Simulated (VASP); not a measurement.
AlN: single point with r2SCAN

AlN:

```
Al N
1.0
     2.96690    0.00000    0.00000
    -1.48345    2.56941    0.00000
     0.00000    0.00000    4.75454
Al N
2 2
Direct
  0.66667 0.33333 0.49882
  0.33333 0.66667 0.99882
  0.66667 0.33333 0.88118
  0.33333 0.66667 0.38118
```

This cell differs from its parent crystal: equal strain along all axes, cell held: -4.5 %, then relaxed in part.

```yaml
Program: VASP 6.6.1
Task: single point
Functional: r2SCAN
Potentials_or_basis: VASP PAW PBE potentials, release 64 (Al, N)
Cutoff: 520 eV
k_mesh: 12 × 12 × 6
Occupations: gaussian, width 0.02 eV
Spin: no spin polarisation
```

| Property | Result |
| --- | --- |
| Pressure | 37.8 GPa |
| Band gap on the k mesh | 5.77 eV, indirect (least direct gap 6.25 eV) |

Stress tensor (GPa, compression positive):
```
39.06  0.00  0.00
 0.00 39.06  0.00
 0.00  0.00 35.23
```

Levels at points of the mesh, in eV from the valence-band top:
```
           k point  band 5  band 6  band 7  band 8  band 9  band 10  band 11  band 12
(0.00, 0.00, 0.00)   -0.96   -0.28   -0.28    0.00    6.25     8.84    12.86    13.08
(0.50, 0.00, 0.00)   -3.73   -2.34   -1.97   -0.76    6.76     7.09    10.33    12.31
(0.00, 0.00, 0.50)   -0.63   -0.63   -0.63   -0.63    8.57     8.57    12.55    12.55
(0.50, 0.00, 0.50)   -1.64   -1.64   -1.53   -1.53    6.50     6.50    11.04    11.04
```

It took 2.4 min on 1 thread of Intel(R) Xeon(R) Platinum 8488C (Sapphire Rapids), on a shared host, peak memory 0.17 GiB.

Caveat: the cell differs from its parent crystal (equal strain along all axes, cell held: -4.5 %, then relaxed in part); the PAW data sets were made with another functional, which shifts forces and pressure a little. A k mesh can miss the band edges.
